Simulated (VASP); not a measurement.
# GaN (P6_3mc) in VASP: single point with PBE

Aim: the single point of GaN with PBE.

All numbers are computed with VASP 6.6.1; they aren't measurements. Logs are shortened: lines on timing, memory, paths and dates and some standing lists are left out, and cuts for length are marked.

## (1) The cell of the first run

It takes space group P6_3mc (No. 186, hexagonal). The conventional cell has a = 3.180 Å, b = 3.180 Å, c = 5.166 Å, α = 90.00°, β = 90.00°, γ = 120.00°. Ga (site symmetry 3m) has 4 N at 1.94 to 1.95 Å within 2.6 Å. N (site symmetry 3m) has 4 Ga at 1.94 to 1.95 Å within 2.6 Å.

## (2) Single point, PBE

INCAR reads:

```
SYSTEM = GaN
  ALGO = Normal
  EDIFF = 1E-6
  ENCUT = 520
  GGA = PE
  ISIF = 2
  ISMEAR = 0
  LASPH = .TRUE.
  LCHARG = .FALSE.
  LREAL = .FALSE.
  LWAVE = .FALSE.
  NBANDS = 26
  NELM = 80
  PREC = Accurate
  SIGMA = 0.01
```

KPOINTS reads:

```
k-points
0
G
  12 12 4
  0 0 0
```

POSCAR reads:

```
GaN
1.0
    3.1800000000      0.0000000000      0.0000000000
   -1.5900000000      2.7539600000      0.0000000000
    0.0000000000      0.0000000000      5.1660000000
Ga N
2 2
Direct
    0.3333333333      0.6666666667      0.0000000000
    0.6666666667      0.3333333333      0.5000000000
    0.3333333333      0.6666666667      0.3750000000
    0.6666666667      0.3333333333      0.8750000000
```

Potentials or basis: VASP PAW PBE potentials, release 64 (Ga_d, N).

Run with:

```sh
$ cat potpaw_PBE.64/Ga_d/POTCAR potpaw_PBE.64/N/POTCAR > POTCAR
$ mpirun -np 1 vasp_std > vasp.out
```

OUTCAR:

```text
SYSTEM = GaN
   EDIFF = 1E-6
   ENCUT = 520
   GGA = PE
   ISIF = 2
   ISMEAR = 0
   LASPH = .TRUE.
   LREAL = .FALSE.
   NELM = 80
   PREC = Accurate

 ion  position               nearest neighbor table
   1  0.333  0.667  0.000-   3 1.94   4 1.95   4 1.95   4 1.95
   2  0.667  0.333  0.500-   4 1.94   3 1.95   3 1.95   3 1.95
   3  0.333  0.667  0.375-   1 1.94   2 1.95   2 1.95   2 1.95
   4  0.667  0.333  0.875-   2 1.94   1 1.95   1 1.95   1 1.95

  LATTYP: Found a hexagonal cell.
 ALAT       =     3.1800000000
 C/A-ratio  =     1.6245283019

  Lattice vectors:

 A1 = (   3.1800000000,   0.0000000000,   0.0000000000)
 A2 = (  -1.5900000000,   2.7539600000,   0.0000000000)
 A3 = (   0.0000000000,   0.0000000000,   5.1660000000)

Analysis of symmetry for initial positions (statically):
=====================================================================
 Subroutine PRICEL returns:
 Original cell was already a primitive cell.

 Routine SETGRP: Setting up the symmetry group for a
 hexagonal supercell.

 Subroutine GETGRP returns: Found 12 space group operations
 (whereof  6 operations were pure point group operations)
 out of a pool of 24 trial point group operations.

The static configuration has the point symmetry C_3v.
 The point group associated with its full space group is C_6v.

Analysis of symmetry for dynamics (positions and initial velocities):
=====================================================================
 Subroutine PRICEL returns:
 Original cell was already a primitive cell.

 Routine SETGRP: Setting up the symmetry group for a
 hexagonal supercell.

 Subroutine GETGRP returns: Found 12 space group operations
 (whereof  6 operations were pure point group operations)
 out of a pool of 24 trial point group operations.

The dynamic configuration has the point symmetry C_3v.
 The point group associated with its full space group is C_6v.

 Subroutine INISYM returns: Found 12 space group operations
 (whereof  6 operations are pure point group operations),
 and found     1 'primitive' translations

----------------------------------------------------------------------------------------

                                     Primitive cell

  volume of cell :      45.2417

  direct lattice vectors                    reciprocal lattice vectors
     3.180000000  0.000000000  0.000000000     0.314465409  0.181556740  0.000000000
    -1.590000000  2.753960000  0.000000000     0.000000000  0.363113480  0.000000000
     0.000000000  0.000000000  5.166000000     0.000000000  0.000000000  0.193573364

  length of vectors
     3.180000000  3.179999321  5.166000000     0.363113403  0.363113480  0.193573364

  position of ions in fractional coordinates (direct lattice)
     0.333333333  0.666666667  0.000000000
     0.666666667  0.333333333  0.500000000
     0.333333333  0.666666667  0.375000000
     0.666666667  0.333333333  0.875000000

  ion indices of the primitive-cell ions
   primitive index   ion index
                 1           1
                 2           2
                 3           3
                 4           4

----------------------------------------------------------------------------------------

 KPOINTS: k-points

Automatic generation of k-mesh.
 Grid dimensions read from file:
 generate k-points for:   12   12    4

 Generating k-lattice:

  Cartesian coordinates                     Fractional coordinates (reciprocal lattice)
     0.026205451  0.015129728  0.000000000     0.083333333 -0.000000000  0.000000000
     0.000000000  0.030259457  0.000000000     0.000000000  0.083333333  0.000000000
     0.000000000  0.000000000  0.048393341     0.000000000  0.000000000  0.250000000

  Length of vectors
     0.030259450  0.030259457  0.048393341

  Shift w.r.t. Gamma in fractional coordinates (k-lattice)
     0.000000000  0.000000000  0.000000000

 Subroutine IBZKPT returns following result:
 ===========================================

 Found     57 irreducible k-points:

 Following reciprocal coordinates:
            Coordinates               Weight
  0.000000  0.000000  0.000000      1.000000
  0.083333  0.000000  0.000000      6.000000
  0.166667 -0.000000  0.000000      6.000000
  0.250000  0.000000  0.000000      6.000000
  0.333333  0.000000  0.000000      6.000000
  0.416667 -0.000000  0.000000      6.000000
[... 16 lines left out ...]
  0.250000  0.000000  0.250000     12.000000
  0.333333  0.000000  0.250000     12.000000
 [... further k-points ...]
   k-points           NKPTS =     57   k-points in BZ     NKDIM =     57   number of bands    NBANDS=     26
   number of dos      NEDOS =    301   number of ions     NIONS =      4
   total plane-waves  NPLWV =  23040
   dimension x,y,z NGX =    24 NGY =   24 NGZ =   40
   dimension x,y,z NGXF=    48 NGYF=   48 NGZF=   80
   ions per type =               2   2
   NGX,Y,Z   is equivalent  to a cutoff of  12.55, 12.55, 12.87 a.u.
   NGXF,Y,Z  is equivalent  to a cutoff of  25.09, 25.09, 25.74 a.u.
 SYSTEM =  GaN
   PREC   = accura    normal or accurate (medium, high low for compatibility)
   ISTART =      0    job   : 0-new  1-cont  2-samecut
   ICHARG =      2    charge: 1-file 2-atom 10-const
   ISPIN  =      1    spin polarized calculation?
   LNONCOLLINEAR =      F non collinear calculations
   LSORBIT =      F    spin-orbit coupling
   LASPH  =      T    aspherical Exc in radial PAW
   ENCUT  =  520.0 eV  38.22 Ry    6.18 a.u.   5.91  5.91  9.61*2*pi/ulx,y,z
   NELM   =     80;   NELMIN=  2; NELMDL= -5     # of ELM steps
   EDIFF  = 0.1E-05   stopping-criterion for ELM
   LREAL  =      F    real-space projection
   EDIFFG = 0.1E-04   stopping-criterion for IOM
   NSW    =      0    number of steps for IOM
   IBRION =     -1    ionic relax: 0-MD 1-quasi-New 2-CG
   NFREE  =      0    steps in history (QN), initial steepest desc. (CG)
   ISIF   =      2    stress and relaxation
   ISYM   =      2    0-nonsym 1-usesym 2-fastsym
   POTIM  = 0.5000    time-step for ionic-motion
   TEBEG  =    0.0;   TEEND  =   0.0 temperature during run
   PSTRESS=    0.0 pullay stress
   NELECT =      36.0000    total number of electrons
   NUPDOWN=      -1.0000    fix difference up-down
   EMIN   =  10.00;   EMAX   =-10.00  energy-range for DOS
   EFERMI =   0.00;   METHOD = LEGACY
   ISMEAR =     0;   SIGMA  =   0.01  broadening in eV -4-tet -1-fermi 0-gaus
   EFERMI_NEDOS =   21; number of points for ismear=-14 and -15
   IALGO  =     38    algorithm
   IMIX   =      4    mixing-type and parameters
     AMIX     =   0.40;   BMIX     =  1.00
     AMIX_MAG =   1.60;   BMIX_MAG =  1.00
  volume/ion in A,a.u.               =      11.31        76.33
  Fermi-wavevector in a.u.,A,eV,Ry     =   1.517036  2.866783 31.312433  2.301399
  Thomas-Fermi vector in A             =   2.626346
   LORBIT       =      0    0 simple, 1 ext, 2 COOP (PROOUT), +10 PAW based schemes
   GGA     = PE    functional components
   LHFCALC =     F    Hartree Fock is set to
   AEXX    =    0.0000 exact exchange contribution
   IVDW    =     0    specifies the selected vdW correction
   LEPSILON=     F    determine dielectric tensor
   LRPA    =     F    only Hartree local field effects (RPA)
 non-spin polarized calculation
 Gauss-broadening in eV      SIGMA  =   0.01
  energy-cutoff  :      520.00
  volume of cell :       45.24
 maximum number of plane-waves:      1236
 NGX is ok and might be reduce to    24
   NGX = 11   NGY = 11   NGZ = 19

 number of electron      36.0000002 magnetization

 Free energy of the ion-electron system (eV)
  ---------------------------------------------------
  ext. energy  EPLUGINS =         0.00000000
  ---------------------------------------------------
  free energy    TOTEN  =       -24.28500455 eV

  energy without entropy =      -24.28500455  energy(sigma->0) =      -24.28500455

 E-fermi :   5.5433     XC(G=0): -11.7222

 val. band max:        5.4320544295   @ k =   0.0000   0.0000   0.0000
 cond. band min:       7.4049082465   @ k =   0.0000   0.0000   0.0000
 fundamental gap:      1.9728538171
 Fermi energy:         5.5433172997

 k-point     1 :       0.0000    0.0000    0.0000
  band No.  band energies     occupation
      1     -10.6380      2.00000
      2      -9.6779      2.00000
      3      -8.0238      2.00000
      4      -8.0024      2.00000
      5      -8.0024      2.00000
      6      -7.9379      2.00000
[... 18 lines left out ...]
     25      17.2022      0.00000
     26      17.2022      0.00000

 k-point     2 :       0.0833    0.0000    0.0000
  band No.  band energies     occupation
      1     -10.5684      2.00000
      2      -9.6600      2.00000
      3      -8.0154      2.00000
      4      -7.9923      2.00000
      5      -7.9822      2.00000
      6      -7.9303      2.00000
[... 18 lines left out ...]
     25      16.8564      0.00000
     26      17.3558      0.00000

 k-point     3 :       0.1667   -0.0000    0.0000
  band No.  band energies     occupation
      1     -10.3786      2.00000
      2      -9.6160      2.00000
      3      -7.9899      2.00000
      4      -7.9677      2.00000
      5      -7.9265      2.00000
      6      -7.8908      2.00000
[... 18 lines left out ...]
     25      16.9200      0.00000
     26      17.7128      0.00000

 k-point     4 :       0.2500    0.0000    0.0000
  band No.  band energies     occupation
      1     -10.1257      2.00000
      2      -9.5672      2.00000
      3      -7.9642      2.00000
      4      -7.9435      2.00000
      5      -7.8814      2.00000
      6      -7.8340      2.00000
[... 18 lines left out ...]
     25      16.9450      0.00000
     26      18.2854      0.00000

 k-point     5 :       0.3333    0.0000    0.0000
  band No.  band energies     occupation
      1      -9.8939      2.00000
      2      -9.5315      2.00000
      3      -7.9512      2.00000
      4      -7.9315      2.00000
      5      -7.8520      2.00000
      6      -7.7852      2.00000
[... 18 lines left out ...]
     25      17.0999      0.00000
     26      18.7788      0.00000

 k-point     6 :       0.4167   -0.0000    0.0000
  band No.  band energies     occupation
      1      -9.7468      2.00000
      2      -9.5137      2.00000
      3      -7.9519      2.00000
      4      -7.9292      2.00000
      5      -7.8383      2.00000
      6      -7.7842      2.00000
[... 427 lines left out ...]
 k-point    21 :       0.0833    0.0000    0.2500
  band No.  band energies     occupation
      1     -10.3934      2.00000
      2      -9.7334      2.00000
      3      -7.9962      2.00000
      4      -7.9875      2.00000
      5      -7.9503      2.00000
      6      -7.9395      2.00000
[... 18 lines left out ...]
     25      16.5250      0.00000
     26      16.8513      0.00000

 k-point    22 :       0.1667   -0.0000    0.2500
  band No.  band energies     occupation
      1     -10.2220      2.00000
      2      -9.6715      2.00000
      3      -7.9805      2.00000
      4      -7.9596      2.00000
      5      -7.9307      2.00000
      6      -7.9015      2.00000
[... 18 lines left out ...]
     25      16.3460      0.00000
     26      17.2781      0.00000

 k-point    23 :       0.2500    0.0000    0.2500
  band No.  band energies     occupation
      1     -10.0001      2.00000
      2      -9.6013      2.00000
      3      -7.9636      2.00000
      4      -7.9287      2.00000
      5      -7.9046      2.00000
      6      -7.8510      2.00000
[... 18 lines left out ...]
     25      16.4156      0.00000
     26      17.8335      0.00000

 k-point    24 :       0.3333    0.0000    0.2500
  band No.  band energies     occupation
      1      -9.8041      2.00000
      2      -9.5478      2.00000
      3      -7.9594      2.00000
      4      -7.9087      2.00000
      5      -7.8851      2.00000
      6      -7.8028      2.00000
[... 18 lines left out ...]
     25      16.4854      0.00000
     26      18.4160      0.00000

 [... further k-points ...]
[... 5 lines left out ...]
  --------------------------------------------------------------------------------------
  -------------------------------------------------------------------------------------
  Total        1.8715446      1.8715436      2.4821419      0.0000000      0.0000000     -0.0000000
  in kB       66.2783397     66.2783019     87.9018534      0.0000000      0.0000000     -0.0000000
  external PRESSURE =      73.4861650 kB  Pullay stress =       0.0000000 kB

 VOLUME and BASIS-vectors are now :
 -----------------------------------------------------------------------------
  energy-cutoff  :      520.00
  volume of cell :       45.24
      direct lattice vectors                 reciprocal lattice vectors
     3.180000000  0.000000000  0.000000000     0.314465409  0.181556740  0.000000000
    -1.590000000  2.753960000  0.000000000     0.000000000  0.363113480  0.000000000
     0.000000000  0.000000000  5.166000000     0.000000000  0.000000000  0.193573364

 POSITION                                       TOTAL-FORCE (eV/Angst)
 -----------------------------------------------------------------------------------
     -0.00000      1.83597      0.00000        -0.000000     -0.000000     -0.134293
      1.59000      0.91799      2.58300         0.000000      0.000000     -0.134293
     -0.00000      1.83597      1.93725        -0.000000      0.000000      0.134293
      1.59000      0.91799      4.52025        -0.000000      0.000000      0.134293
 -----------------------------------------------------------------------------------
    total drift:                               -0.000001     -0.000001     -0.000269

  FREE ENERGIE OF THE ION-ELECTRON SYSTEM (eV)
  ---------------------------------------------------
  free  energy   TOTEN  =       -24.2850045459 eV

  energy  without entropy=      -24.2850045459  energy(sigma->0) =      -24.28500455
```

Wall time 40 s (1 thread of Intel Xeon Platinum 8259CL at 2.50GHz (Skylake/Cascade Lake), shared host); peak memory 0.19 GiB.

What came out:

```
Free energy            : -24.2850 eV
Pressure               : 7.3 GPa
Largest force          : 0.134 eV/Å
Band gap on the k mesh : 1.97 eV, direct
```

Forces in eV/Å, atoms in the order of the input:
```
Ga   0.000  0.000 -0.134
Ga   0.000  0.000 -0.134
N    0.000  0.000  0.134
N    0.000  0.000  0.134
```

Stress tensor (GPa, compression positive):
```
6.63 0.00 0.00
0.00 6.63 0.00
0.00 0.00 8.79
```
